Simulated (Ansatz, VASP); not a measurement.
# SnSe: VASP beside Ansatz

Contents of INCAR:

```
SYSTEM = SnSe
PREC = Accurate
ENCUT = 520
EDIFF = 1E-6
ISMEAR = 0
SIGMA = 0.02
LREAL = .FALSE.
LASPH = .TRUE.
NELM = 60
ALGO = Normal
ISIF = 2
LWAVE = .FALSE.
LCHARG = .TRUE.
GGA = PS
LELF = .TRUE.
LVHAR = .TRUE.
NBANDS = 28
```

The input KPOINTS:

```
regular mesh
0
G
  6 6 4
  0 0 0
```

POSCAR

```
SnSe
1.0
    4.4185153953      0.0857065484      0.0000000000
    0.0857065484      4.4185153953      0.0000000000
    0.0000000000      0.0000000000     11.2616126910
Sn Se
2 2
Direct
    0.4871990742     -0.0128009258      0.3994270339
   -0.0128009258      0.4871990742      0.6005729661
    0.5128009258      0.0128009258      0.6300193007
    0.0128009258      0.5128009258      0.3699806993
```

Input for Ansatz:

```yaml
crystal:
  lattice:
    - [4.4185153953, 0.0857065484, 0.0]
    - [0.0857065484, 4.4185153953, 0.0]
    - [0.0, 0.0, 11.261612691]
  atoms:
    - { symbol: Sn, position: [0.4871990742, -0.0128009258, 0.3994270339] }
    - { symbol: Sn, position: [-0.0128009258, 0.4871990742, 0.6005729661] }
    - { symbol: Se, position: [0.5128009258, 0.0128009258, 0.6300193007] }
    - { symbol: Se, position: [0.0128009258, 0.5128009258, 0.3699806993] }
basis:
  ecutwfc: 420
kpoints:
  mp_grid: { grid: [6, 6, 4] }
hamiltonian:
  xc: pbesol
scf:
  occupations: { method: gaussian, width: 0.02 }
output:
  forces: true
  stress: true
  eigenvalues: true
  populations: true
```

Alike in both runs: task single point; functional PBEsol; k mesh 6 × 6 × 4; occupations gaussian, width 0.02 eV; no spin polarisation.

|  | VASP | Ansatz |
| --- | --- | --- |
| version | VASP 6.6.1 | Ansatz 0.2.0 |
| potentials or method | VASP PAW PBE potentials, release 64 (Sn_d, Se), cutoff 520 eV | scalar-relativistic, plane waves, PAW |
| valence electrons in the cell | 40 | 60 |

|  | VASP | Ansatz | Ansatz less VASP |
| --- | --- | --- | --- |
| gap on the k mesh at the Fermi level (eV) | 1.33 | 1.33 | +0.005 |
| least direct gap on the mesh (eV) | 1.38 | 1.39 | +0.009 |
| rms of the force components (eV/Å) | 0.308 | 0.299 | -0.0085 |

VASP's potentials were made for PBE, not for PBEsol. Atom by atom the forces differ by 0.012 eV/Å (rms over components). The functional is the same, so the differences come from potentials, cutoffs and numerics. VASP's potentials hold 40 valence electrons a cell and Ansatz's 60, so a difference there can come from the potentials and not from the codes.
